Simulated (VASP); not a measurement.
Here is a VASP 6.6.1 calculation.

INCAR

```
SYSTEM = Sn2TeO2
PREC = Accurate
ENCUT = 520
EDIFF = 1E-6
ISMEAR = 0
SIGMA = 0.1
LREAL = .False.
LASPH = .True.
NELM = 60
ALGO = Normal
ISIF = 2
LWAVE = .False.
LCHARG = .True.
GGA = PE
LELF = .True.
LVHAR = .True.
NBANDS = 31
```

KPOINTS

```
regular mesh
0
Gamma
  4 4 4
  0 0 0
```

POSCAR

```
Sn2TeO2
1.0
    3.3579808700     -4.3740771700      0.0000000000
    3.3579808700      4.3740771700      0.0000000000
    0.0000000000      0.0000000000      4.3306747900
Sn Te O
2 1 2
Direct
    0.6430911700      0.3569088300      0.5000000000
    0.3569088300      0.6430911700      0.5000000000
    0.0000000000      0.0000000000      0.5000000000
    0.0000000000      0.0000000000      0.0000000000
    0.5000000000      0.5000000000      0.0000000000
```

Potentials or basis: VASP PAW PBE potentials, release 64 (Sn_d, Te, O).

The run is started by

```bash
$ cat potpaw_PBE.64/Sn_d/POTCAR potpaw_PBE.64/Te/POTCAR potpaw_PBE.64/O/POTCAR > POTCAR
$ mpirun -np 1 vasp_std > vasp.out
```

(1) Estimate the pressure.

(2) Estimate the largest force.

(3) Estimate the band gap on the k mesh.

## Answers

(1) -2.3 GPa.

(2) 2.864 eV/Å.

(3) zero (bands 23 and 24 overlap by 1.13 eV).

Caveat: the k points lie up to 0.36 Å⁻¹ apart, too coarse for converged energies and pressures of a metal; spin-orbit coupling is left out, which moves the levels of the heavy elements; forces of over 1 eV/Å act on the atoms, so gaps and moduli don't describe the material at rest.
